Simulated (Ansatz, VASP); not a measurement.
**One calculation of Sn, two programs**

INCAR

```
SYSTEM = Sn
ALGO = Normal
EDIFF = 1E-6
ENCUT = 520
GGA = PS
ISIF = 2
ISMEAR = 0
LASPH = .TRUE.
LCHARG = .TRUE.
LELF = .TRUE.
LREAL = .FALSE.
LVHAR = .TRUE.
LWAVE = .FALSE.
NBANDS = 13
NELM = 60
PREC = Accurate
SIGMA = 0.15
```

KPOINTS

```
k-points
0
G
  18 18 18
  0 0 0
```

Contents of POSCAR:

```
Sn
1.0
   -2.0462239647      2.0462239647      2.0462239647
    2.0462239647     -2.0462239647      2.0462239647
    2.0462239647      2.0462239647     -2.0462239647
Sn
1
Direct
    0.0000000000      0.0000000000      0.0000000000
```

Input for Ansatz:

```yaml
crystal:
  lattice:
    - [-2.0462239647, 2.0462239647, 2.0462239647]
    - [2.0462239647, -2.0462239647, 2.0462239647]
    - [2.0462239647, 2.0462239647, -2.0462239647]
  atoms:
    - { symbol: Sn, position: [0.0, 0.0, 0.0] }
basis:
  ecutwfc: 420
kpoints:
  mp_grid: { grid: [18, 18, 18] }
hamiltonian:
  xc: pbesol
scf:
  occupations: { method: gaussian, width: 0.15 }
output:
  forces: true
  stress: true
  eigenvalues: true
```

Change from the starting cell: strain +0.080 along x and y, +0.080 along z, atoms carried along.

Alike in both runs: task single point; functional PBEsol; k mesh 18 × 18 × 18; occupations gaussian, width 0.15 eV; no spin polarisation.

```csv
,VASP,Ansatz
version,VASP 6.6.1,Ansatz 0.2.0
potentials or method,"VASP PAW PBE potentials, release 64 (Sn_d), cutoff 520 eV","scalar-relativistic, plane waves, PAW"
valence electrons in the cell,14,14
```

|  | VASP | Ansatz | Ansatz less VASP |
| --- | --- | --- | --- |
| gap on the k mesh at the Fermi level (eV) | none | none | - |
| pressure (GPa) | -8.1 | -8.0 | +0.06 |

VASP's potentials were made for PBE, not for PBEsol. A gap of «none» marks a metal or a gap that the smearing closes. With one functional, cell and mesh, what is left measures potentials, basis and numerics.
